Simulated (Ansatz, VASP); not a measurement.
**ZrS2: VASP beside Ansatz**

Contents of INCAR:

```
  ALGO = Normal
  EDIFF = 1E-6
  ENCUT = 500
  GGA = PS
  GGA_COMPAT = False
  ISIF = 2
  ISMEAR = 0
  LASPH = True
  LCHARG = True
  LELF = True
  LREAL = False
  LVHAR = True
  LWAVE = False
  NBANDS = 19
  NELM = 120
  PREC = Accurate
  SIGMA = 0.1
```

The input KPOINTS:

```
k-points
0
Gamma
  6 6 4
```

Contents of POSCAR:

```
ZrS2
1.0
    3.6913825500      0.0000000000      0.0000000000
   -1.8456912700      3.1968310600      0.0000000000
    0.0000000000      0.0000000000      6.0410770100
Zr S
1 2
Direct
    0.0000000000      0.0000000000      0.0000000000
    0.6666666700      0.3333333300      0.7620900300
    0.3333333300      0.6666666700      0.2379099700
```

Input for Ansatz:

```yaml
crystal:
  lattice:
    - [3.69138255, 0.0, 0.0]
    - [-1.84569127, 3.19683106, 0.0]
    - [0.0, 0.0, 6.04107701]
  atoms:
    - { symbol: Zr, position: [0.0, 0.0, 0.0] }
    - { symbol: S, position: [0.66666667, 0.33333333, 0.76209003] }
    - { symbol: S, position: [0.33333333, 0.66666667, 0.23790997] }
basis:
  ecutwfc: 420
kpoints:
  mp_grid: { grid: [6, 6, 4] }
hamiltonian:
  xc: pbesol
  pseudopotentials: { kind: paw, azcp: { folder: soft_1 } }
scf:
  occupations: { method: gaussian, width: 0.1 }
output:
  forces: true
  stress: true
  eigenvalues: true
```

Alike in both runs: task single point; functional PBEsol; k mesh 6 × 6 × 4; occupations gaussian, width 0.1 eV; no spin polarisation.

|  | VASP | Ansatz |
| --- | --- | --- |
| version | VASP 6.6.1 | Ansatz 0.2.0 |
| potentials or method | VASP PAW PBE potentials, release 64 (Zr_sv, S), cutoff 500 eV | scalar-relativistic, plane waves, PAW |
| valence electrons in the cell | 24 | 24 |

|  | VASP | Ansatz | Ansatz less VASP |
| --- | --- | --- | --- |
| gap on the k mesh at the Fermi level (eV) | 1.00 | 1.00 | -0.004 |
| least direct gap on the mesh (eV) | 1.58 | 1.58 | -0.007 |
| pressure (GPa) | -2.4 | -2.5 | -0.02 |
| traceless stress, the component that is largest in VASP (GPa) | 1.10 | 1.08 | -0.024 |
| rms of the force components (eV/Å) | 0.067 | 0.074 | +0.0070 |

VASP's potentials were made for PBE, not for PBEsol, and Ansatz warns of the same on its side. Atom by atom the forces differ by 0.007 eV/Å (rms over components). The functional is the same, so the differences come from potentials, cutoffs and numerics.
